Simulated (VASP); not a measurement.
# Rh (P6_3/mmc) in VASP: a series of runs

Rh is run at these levels: PBEsol; tasks: single point, relaxation of cell and atoms.

Program: VASP 6.6.1. These are calculated values, not measurements. Logs are shortened: lines on timing, memory, paths and dates and some standing lists are left out, and cuts for length are marked.

## 1. The cell of the first run

The structure is hexagonal, space group P6_3/mmc (No. 194). Conventional cell: a = 2.689 Å, b = 2.689 Å, c = 4.329 Å, α = 90.00°, β = 90.00°, γ = 120.00°. Rh (site symmetry -6m2) has 12 Rh at 2.66 to 2.69 Å within 3.5 Å.

This isn't the form of Rh at room conditions, which is fcc.

## 2. Single point, PBEsol

The input, INCAR:

```
SYSTEM = Rh
  ALGO = Fast
  EDIFF = 1E-6
  ENCUT = 520
  GGA = PS
  ISIF = 2
  ISMEAR = 0
  LASPH = .TRUE.
  LCHARG = .FALSE.
  LREAL = .FALSE.
  LWAVE = .FALSE.
  NBANDS = 22
  NELM = 60
  PREC = Accurate
  SIGMA = 0.1
```

The input, KPOINTS:

```
k-points
0
G
  18 18 10
  0 0 0
```

The input, POSCAR:

```
Rh
1.0
    2.6888395124      0.0000000000      0.0000000000
   -1.3444197562      2.3286033244      0.0000000000
    0.0000000000      0.0000000000      4.3293548531
Rh
2
Direct
    0.6666666667      0.3333333333      0.7500000000
    0.3333333333      0.6666666667      0.2500000000
```

Potentials or basis: VASP PAW PBE potentials, release 64 (Rh_pv).

Launch:

```sh
$ cat potpaw_PBE.64/Rh_pv/POTCAR > POTCAR
$ mpirun -np 1 vasp_std > vasp.out
```

OUTCAR:

```text
SYSTEM = Rh
   EDIFF = 1E-6
   ENCUT = 520
   GGA = PS
   ISIF = 2
   ISMEAR = 0
   LASPH = .TRUE.
   LREAL = .FALSE.
   NELM = 60
   PREC = Accurate

 ion  position               nearest neighbor table
   1  0.667  0.333  0.750-   2 2.66   2 2.66   2 2.66   2 2.66   2 2.66   2 2.66
   2  0.333  0.667  0.250-   1 2.66   1 2.66   1 2.66   1 2.66   1 2.66   1 2.66

  LATTYP: Found a hexagonal cell.
 ALAT       =     2.6888395124
 C/A-ratio  =     1.6101202147

  Lattice vectors:

 A1 = (   2.6888395124,   0.0000000000,   0.0000000000)
 A2 = (  -1.3444197562,   2.3286033244,   0.0000000000)
 A3 = (   0.0000000000,   0.0000000000,   4.3293548531)

Analysis of symmetry for initial positions (statically):
=====================================================================
 Subroutine PRICEL returns:
 Original cell was already a primitive cell.

 Routine SETGRP: Setting up the symmetry group for a
 hexagonal supercell.

 Subroutine GETGRP returns: Found 24 space group operations
 (whereof 12 operations were pure point group operations)
 out of a pool of 24 trial point group operations.

The static configuration has the point symmetry D_3d.
 The point group associated with its full space group is D_6h.

Analysis of symmetry for dynamics (positions and initial velocities):
=====================================================================
 Subroutine PRICEL returns:
 Original cell was already a primitive cell.

 Routine SETGRP: Setting up the symmetry group for a
 hexagonal supercell.

 Subroutine GETGRP returns: Found 24 space group operations
 (whereof 12 operations were pure point group operations)
 out of a pool of 24 trial point group operations.

The dynamic configuration has the point symmetry D_3d.
 The point group associated with its full space group is D_6h.

 Subroutine INISYM returns: Found 24 space group operations
 (whereof 12 operations are pure point group operations),
 and found     1 'primitive' translations

----------------------------------------------------------------------------------------

                                     Primitive cell

  volume of cell :      27.1071

  direct lattice vectors                    reciprocal lattice vectors
     2.688839512  0.000000000  0.000000000     0.371907656  0.214720985  0.000000000
    -1.344419756  2.328603324  0.000000000     0.000000000  0.429441970  0.000000000
     0.000000000  0.000000000  4.329354853     0.000000000  0.000000000  0.230981297

  length of vectors
     2.688839512  2.688839512  4.329354853     0.429441970  0.429441970  0.230981297

  position of ions in fractional coordinates (direct lattice)
     0.666666667  0.333333333  0.750000000
     0.333333333  0.666666667  0.250000000

  ion indices of the primitive-cell ions
   primitive index   ion index
                 1           1
                 2           2

----------------------------------------------------------------------------------------

 KPOINTS: k-points

Automatic generation of k-mesh.
 Grid dimensions read from file:
 generate k-points for:   18   18   10

 Generating k-lattice:

  Cartesian coordinates                     Fractional coordinates (reciprocal lattice)
     0.020661536  0.011928944  0.000000000     0.055555556  0.000000000  0.000000000
     0.000000000  0.023857887  0.000000000     0.000000000  0.055555556  0.000000000
     0.000000000  0.000000000  0.023098130     0.000000000  0.000000000  0.100000000

  Length of vectors
     0.023857887  0.023857887  0.023098130

  Shift w.r.t. Gamma in fractional coordinates (k-lattice)
     0.000000000  0.000000000  0.000000000

 Subroutine IBZKPT returns following result:
 ===========================================

 Found    222 irreducible k-points:

 Following reciprocal coordinates:
            Coordinates               Weight
  0.000000  0.000000  0.000000      1.000000
  0.055556  0.000000  0.000000      6.000000
  0.111111  0.000000  0.000000      6.000000
  0.166667  0.000000  0.000000      6.000000
  0.222222  0.000000  0.000000      6.000000
  0.277778  0.000000  0.000000      6.000000
[... 16 lines left out ...]
  0.333333  0.111111  0.000000     12.000000
  0.388889  0.111111  0.000000     12.000000
 [... further k-points ...]
   k-points           NKPTS =    222   k-points in BZ     NKDIM =    222   number of bands    NBANDS=     22
   number of dos      NEDOS =    301   number of ions     NIONS =      2
   total plane-waves  NPLWV =  12800
   dimension x,y,z NGX =    20 NGY =   20 NGZ =   32
   dimension x,y,z NGXF=    40 NGYF=   40 NGZF=   64
   ions per type =               2
   NGX,Y,Z   is equivalent  to a cutoff of  12.37, 12.37, 12.29 a.u.
   NGXF,Y,Z  is equivalent  to a cutoff of  24.73, 24.73, 24.58 a.u.
 SYSTEM =  Rh
   PREC   = accura    normal or accurate (medium, high low for compatibility)
   ISTART =      0    job   : 0-new  1-cont  2-samecut
   ICHARG =      2    charge: 1-file 2-atom 10-const
   ISPIN  =      1    spin polarized calculation?
   LNONCOLLINEAR =      F non collinear calculations
   LSORBIT =      F    spin-orbit coupling
   LASPH  =      T    aspherical Exc in radial PAW
   ENCUT  =  520.0 eV  38.22 Ry    6.18 a.u.   5.00  5.00  8.05*2*pi/ulx,y,z
   NELM   =     60;   NELMIN=  2; NELMDL= -5     # of ELM steps
   EDIFF  = 0.1E-05   stopping-criterion for ELM
   LREAL  =      F    real-space projection
[... 7 lines left out ...]
   TEBEG  =    0.0;   TEEND  =   0.0 temperature during run
   PSTRESS=    0.0 pullay stress
   NELECT =      30.0000    total number of electrons
   NUPDOWN=      -1.0000    fix difference up-down
   EMIN   =  10.00;   EMAX   =-10.00  energy-range for DOS
   EFERMI =   0.00;   METHOD = LEGACY
   ISMEAR =     0;   SIGMA  =   0.10  broadening in eV -4-tet -1-fermi 0-gaus
   EFERMI_NEDOS =   21; number of points for ismear=-14 and -15
   IALGO  =     68    algorithm
   IMIX   =      4    mixing-type and parameters
     AMIX     =   0.40;   BMIX     =  1.00
     AMIX_MAG =   1.60;   BMIX_MAG =  1.00
  volume/ion in A,a.u.               =      13.55        91.46
  Fermi-wavevector in a.u.,A,eV,Ry     =   1.693379  3.200021 39.015127  2.867531
  Thomas-Fermi vector in A             =   2.774795
   LORBIT       =      0    0 simple, 1 ext, 2 COOP (PROOUT), +10 PAW based schemes
   GGA     = PS    functional components
   LHFCALC =     F    Hartree Fock is set to
   AEXX    =    0.0000 exact exchange contribution
   IVDW    =     0    specifies the selected vdW correction
   LEPSILON=     F    determine dielectric tensor
   LRPA    =     F    only Hartree local field effects (RPA)
 non-spin polarized calculation
 RMM-DIIS sequential band-by-band and
 Gauss-broadening in eV      SIGMA  =   0.10
  energy-cutoff  :      520.00
  volume of cell :       27.11
 maximum number of plane-waves:       756
 NGX is ok and might be reduce to    20
   NGX =  9   NGY =  9   NGZ = 17

 number of electron      30.0000003 magnetization

 Free energy of the ion-electron system (eV)
  ---------------------------------------------------
  ext. energy  EPLUGINS =         0.00000000
  ---------------------------------------------------
  free energy    TOTEN  =       -16.20440911 eV

  energy without entropy =      -16.18885194  energy(sigma->0) =      -16.19663053

 E-fermi :  12.1295     XC(G=0): -14.3089

 val. band max:       12.1270374049   @ k =   0.3889   0.1667   0.0000
 cond. band min:      12.1302344457   @ k =   0.2778   0.0000   0.4000
 fundamental gap:      0.0031970409
 Fermi energy:        12.1295347768

 k-point     1 :       0.0000    0.0000    0.0000
  band No.  band energies     occupation
      1     -35.1356      2.00000
      2     -34.4314      2.00000
      3     -34.4314      2.00000
      4     -34.3347      2.00000
      5     -34.3157      2.00000
      6     -34.3157      2.00000
[... 14 lines left out ...]
     21      30.2528      0.00000
     22      30.8571      0.00000

 k-point     2 :       0.0556    0.0000    0.0000
  band No.  band energies     occupation
      1     -35.1279      2.00000
      2     -34.4484      2.00000
      3     -34.4370      2.00000
      4     -34.3380      2.00000
      5     -34.3335      2.00000
      6     -34.3184      2.00000
[... 14 lines left out ...]
     21      30.3801      0.00000
     22      30.9683      0.00000

 k-point     3 :       0.1111    0.0000    0.0000
  band No.  band energies     occupation
      1     -35.1055      2.00000
      2     -34.4977      2.00000
      3     -34.4530      2.00000
      4     -34.3844      2.00000
      5     -34.3477      2.00000
      6     -34.3261      2.00000
[... 14 lines left out ...]
     21      30.7157      0.00000
     22      31.0364      0.00000

 k-point     4 :       0.1667    0.0000    0.0000
  band No.  band energies     occupation
      1     -35.0698      2.00000
      2     -34.5731      2.00000
      3     -34.4769      2.00000
      4     -34.4613      2.00000
      5     -34.3641      2.00000
      6     -34.3385      2.00000
[... 14 lines left out ...]
     21      30.8576      0.00000
     22      30.9376      0.00000

 k-point     5 :       0.2222    0.0000    0.0000
  band No.  band energies     occupation
      1     -35.0230      2.00000
      2     -34.6659      2.00000
      3     -34.5538      2.00000
      4     -34.5055      2.00000
      5     -34.3870      2.00000
      6     -34.3542      2.00000
[... 14 lines left out ...]
     21      29.8364      0.00000
     22      30.0050      0.00000

 k-point     6 :       0.2778    0.0000    0.0000
  band No.  band energies     occupation
      1     -34.9683      2.00000
      2     -34.7646      2.00000
      3     -34.6502      2.00000
      4     -34.5353      2.00000
      5     -34.4162      2.00000
      6     -34.3715      2.00000
[... 14 lines left out ...]
     21      28.4258      0.00000
     22      28.9317      0.00000

 k-point     7 :       0.3333    0.0000    0.0000
  band No.  band energies     occupation
      1     -34.9100      2.00000
      2     -34.8574      2.00000
      3     -34.7391      2.00000
      4     -34.5628      2.00000
      5     -34.4505      2.00000
      6     -34.3881      2.00000
[... 324 lines left out ...]
      6     -34.3818      2.00000
[... 14 lines left out ...]
     21      27.6892      0.00000
     22      29.9146      0.00000

 k-point    21 :       0.2222    0.1111    0.0000
  band No.  band energies     occupation
      1     -34.9503      2.00000
      2     -34.7619      2.00000
      3     -34.6934      2.00000
      4     -34.5362      2.00000
      5     -34.4263      2.00000
      6     -34.4053      2.00000
[... 14 lines left out ...]
     21      26.6310      0.00000
     22      28.9773      0.00000

 k-point    22 :       0.2778    0.1111    0.0000
  band No.  band energies     occupation
      1     -34.8932      2.00000
      2     -34.8477      2.00000
      3     -34.7571      2.00000
      4     -34.5778      2.00000
      5     -34.4609      2.00000
      6     -34.4265      2.00000
[... 14 lines left out ...]
     21      25.5732      0.00000
     22      28.1730      0.00000

 k-point    23 :       0.3333    0.1111    0.0000
  band No.  band energies     occupation
      1     -34.9180      2.00000
      2     -34.8376      2.00000
      3     -34.8083      2.00000
      4     -34.6114      2.00000
      5     -34.4981      2.00000
      6     -34.4435      2.00000
[... 14 lines left out ...]
     21      24.6456      0.00000
     22      27.4913      0.00000

 k-point    24 :       0.3889    0.1111    0.0000
  band No.  band energies     occupation
      1     -34.9637      2.00000
      2     -34.8416      2.00000
      3     -34.7928      2.00000
      4     -34.6331      2.00000
      5     -34.5308      2.00000
      6     -34.4547      2.00000
[... 14 lines left out ...]
     21      23.9944      0.00000
     22      26.9344      0.00000

 [... further k-points ...]

------------------------ aborting loop because EDIFF is reached ----------------------------------------

  FORCE on cell =-STRESS in cart. coord.  units (eV):
  Direction    XX          YY          ZZ          XY          YZ          ZX
  --------------------------------------------------------------------------------------
  -------------------------------------------------------------------------------------
  Total       -0.0057880     -0.0057880     -0.0071280      0.0000000      0.0000000      0.0000000
  in kB       -0.3421034     -0.3421034     -0.4213022      0.0000000      0.0000000      0.0000000
  external PRESSURE =      -0.3685030 kB  Pullay stress =       0.0000000 kB

 VOLUME and BASIS-vectors are now :
 -----------------------------------------------------------------------------
  energy-cutoff  :      520.00
  volume of cell :       27.11
      direct lattice vectors                 reciprocal lattice vectors
     2.688839512  0.000000000  0.000000000     0.371907656  0.214720985  0.000000000
    -1.344419756  2.328603324  0.000000000     0.000000000  0.429441970  0.000000000
     0.000000000  0.000000000  4.329354853     0.000000000  0.000000000  0.230981297

 POSITION                                       TOTAL-FORCE (eV/Angst)
 -----------------------------------------------------------------------------------
      1.34442      0.77620      3.24702        -0.000000      0.000000      0.000000
     -0.00000      1.55240      1.08234         0.000000     -0.000000      0.000000
 -----------------------------------------------------------------------------------
    total drift:                               -0.000000      0.000000     -0.000000

  FREE ENERGIE OF THE ION-ELECTRON SYSTEM (eV)
  ---------------------------------------------------
  free  energy   TOTEN  =       -16.2044091080 eV

  energy  without entropy=      -16.1888519424  energy(sigma->0) =      -16.19663053
```

Run time: 2.7 min. Hardware: 1 thread of Intel Xeon 8259CL, shared host; peak memory 0.21 GiB.

What came out:

```
Free energy            : -16.2044 eV
Pressure               : 0.0 GPa
Band gap on the k mesh : zero (bands 15 and 16 overlap by 2.51 eV)
```

Caveat: the PAW data sets were made with another functional, which shifts forces and pressure a little.

## 3. Single point, PBEsol

The input, INCAR:

```
PREC = Accurate
ENCUT = 520
EDIFF = 1E-6
ISMEAR = 0
SIGMA = 0.15
LREAL = False
LASPH = True
NELM = 60
ALGO = Fast
ISIF = 2
LWAVE = False
LCHARG = False
GGA = PS
NBANDS = 22
```

The input, KPOINTS:

```
Automatic mesh
0
Gamma
  21 21 12
```

POSCAR is that of step 2.

Potentials or basis: VASP PAW PBE potentials, release 64 (Rh_pv).

Launch:

```sh
$ cat potpaw_PBE.64/Rh_pv/POTCAR > POTCAR
$ mpirun -np 1 vasp_std > vasp.out
```

Run time: 3.8 min. Hardware: 1 thread of Intel Xeon 8259CL, shared host; peak memory 0.26 GiB.

Results (log left out):

| Quantity | Value |
| --- | --- |
| Free energy | -16.2136 eV |
| Pressure | 0.1 GPa |
| Band gap on the k mesh | zero (bands 15 and 16 overlap by 2.47 eV) |

Stress tensor (GPa, compression positive):
```
-0.15  0.00  0.00
 0.00 -0.15  0.00
 0.00  0.00  0.51
```

Levels at points of the mesh, in eV from the Fermi level:
| k point | band 13 | band 14 | band 15 | band 16 | band 17 | band 18 |
| --- | --- | --- | --- | --- | --- | --- |
| (0.00, 0.00, 0.00) | -2.58 | -2.00 | -2.00 | 0.13 | 0.13 | 0.67 |
| (0.00, 0.00, 0.50) | -3.25 | -3.25 | -0.45 | -0.45 | -0.45 | -0.45 |

Caveat: the PAW data sets were made with another functional, which shifts forces and pressure a little.

## 4. Relaxation of cell and atoms, PBEsol

This run uses another cell than the first one, of 13.52 Å³/atom.

The input, INCAR:

```
SYSTEM = Rh
PREC = Accurate
ENCUT = 600
EDIFF = 1E-6
ISMEAR = 0
SIGMA = 0.1
LREAL = .FALSE.
LASPH = .TRUE.
NELM = 80
ALGO = Fast
ISIF = 3
LWAVE = .FALSE.
LCHARG = .FALSE.
GGA = PS
IBRION = 2
NSW = 100
EDIFFG = -0.005
```

The input, KPOINTS:

```
regular mesh
0
G
  18 18 10
  0 0 0
```

The input, POSCAR:

```
Rh
1.0
    2.6825389559      0.0000000000      0.0000000000
   -1.3412694780      2.3231468825      0.0000000000
    0.0000000000      0.0000000000      4.3382529157
Rh
2
Direct
    0.6666666667      0.3333333333      0.7500000000
    0.3333333333      0.6666666667      0.2500000000
```

Launch:

```sh
$ cat potpaw_PBE.64/Rh_pv/POTCAR > POTCAR
$ mpirun -np 1 vasp_std > vasp.out
```

It took 9.5 min on 1 thread of Intel Xeon 8259CL, shared host; peak memory 0.25 GiB.

The run converged. Its results:

| Item | Value |
| --- | --- |
| Free energy | -16.2050 eV |
| Relaxed volume | 13.54 Å³/atom |
| Relaxed cell | a = 2.688 Å, b = 2.688 Å, c = 4.328 Å, α = 90.00°, β = 90.00°, γ = 120.00° |
| Space group after relaxing (to 0.1 Å) | P6_3/mmc (No. 194) |
| Energy gained by relaxing | 0.2 meV/atom |
| Ionic steps | 6 |
| Pressure after relaxing | 0.0 GPa |
| Band gap on the k mesh | zero (bands 15 and 16 overlap by 2.51 eV) |

The path:
```
step  energy change (eV)  largest force (eV/Å)  pressure (GPa)  volume (Å³)
   1              0.0000                0.0000            0.59        27.04
   2              0.0003                0.0000           -1.57        27.23
   3             -0.0003                0.0000           -0.28        27.12
   4             -0.0004                0.0000            0.16        27.07
   5             -0.0004                0.0000           -0.06        27.09
   6             -0.0004                0.0000            0.04        27.08
```

Final structure:
```
Rh
1.0
     2.68817    0.00000    0.00000
    -1.34408    2.32802    0.00000
     0.00000    0.00000    4.32767
Rh
2
Direct
  0.66667 0.33333 0.75000
  0.33333 0.66667 0.25000
```

Levels at points of the mesh, in eV from the Fermi level:
| k point | band 13 | band 14 | band 15 | band 16 | band 17 | band 18 |
| --- | --- | --- | --- | --- | --- | --- |
| (0.00, 0.00, 0.00) | -2.59 | -2.01 | -2.01 | 0.13 | 0.13 | 0.66 |
| (0.50, 0.00, 0.00) | -2.29 | 0.41 | 0.66 | 0.74 | 3.03 | 5.16 |
| (0.00, 0.00, 0.50) | -3.26 | -3.26 | -0.46 | -0.46 | -0.46 | -0.46 |
| (0.50, 0.00, 0.50) | -0.36 | -0.36 | 0.61 | 0.61 | 2.63 | 2.63 |

Caveat: the PAW data sets were made with another functional, which shifts forces and pressure a little.

## 5. The runs side by side

| task | cell | k mesh | cutoff (eV) | smearing | gap on the mesh (eV) | pressure (GPa) |
| --- | --- | --- | --- | --- | --- | --- |
| single point | a = 2.689, b = 2.689, c = 4.329 Å, angles 90.0, 90.0, 120.0°, 2 atoms | 18 × 18 × 10 | 520 | gaussian 0.1 eV | none | 0.0 |
| single point | a = 2.689, b = 2.689, c = 4.329 Å, angles 90.0, 90.0, 120.0°, 2 atoms | 21 × 21 × 12 | 520 | gaussian 0.15 eV | none | 0.1 |
| relaxation of cell and atoms | relaxed from a = 2.683, b = 2.683, c = 4.338 Å, angles 90.0, 90.0, 120.0°, 2 atoms | 18 × 18 × 10 | 600 | gaussian 0.1 eV | none | 0.0 |

Alike in all rows: level PBEsol; potentials or basis VASP PAW PBE potentials, release 64 (Rh_pv); no spin polarisation.

Caveats: the PAW data sets were made with another functional, which shifts forces and pressure a little.

Total energies depend on the potentials used, so only differences within one code and one set of settings carry meaning.
